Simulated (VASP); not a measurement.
Here is a VASP 6.6.1 calculation.

Contents of INCAR:

```
SYSTEM = Ba
ALGO     = Normal         ! electronic algorithm
EDIFF    = 1E-6           ! SCF threshold, eV
ENCUT    = 520            ! plane-wave cutoff, eV
GGA      = PE             ! functional
ISIF     = 2              ! what is computed and relaxed
ISMEAR   = 1              ! smearing method
LASPH    = .TRUE.         ! aspherical terms in the spheres
LCHARG   = .FALSE.        ! write CHGCAR
LREAL    = .FALSE.        ! projectors in reciprocal space
LWAVE    = .FALSE.        ! write WAVECAR
NBANDS   = 11             ! bands
NELM     = 100            ! most SCF steps
PREC     = Accurate       ! precision mode
SIGMA    = 0.03           ! smearing width, eV
```

File KPOINTS:

```
k-points
0
G
  9 9 9
  0 0 0
```

File POSCAR:

```
Ba
1.0
   -2.5124914082      2.5124914082      2.5124914082
    2.5124914082     -2.5124914082      2.5124914082
    2.5124914082      2.5124914082     -2.5124914082
Ba
1
Direct
    0.0000000000      0.0000000000      0.0000000000
```

Potentials or basis: VASP PAW PBE potentials, release 64 (Ba_sv).

Command:

```sh
$ cat potpaw_PBE.64/Ba_sv/POTCAR > POTCAR
$ mpirun -np 1 vasp_std > vasp.out
```

Q: Predict the pressure.

A: 0.1 GPa.

Q: What does it give for the band gap on the k mesh?

A: Zero (bands 5 and 6 overlap by 0.91 eV).

Caveat: spin-orbit coupling is left out, which moves the levels of the heavy elements.
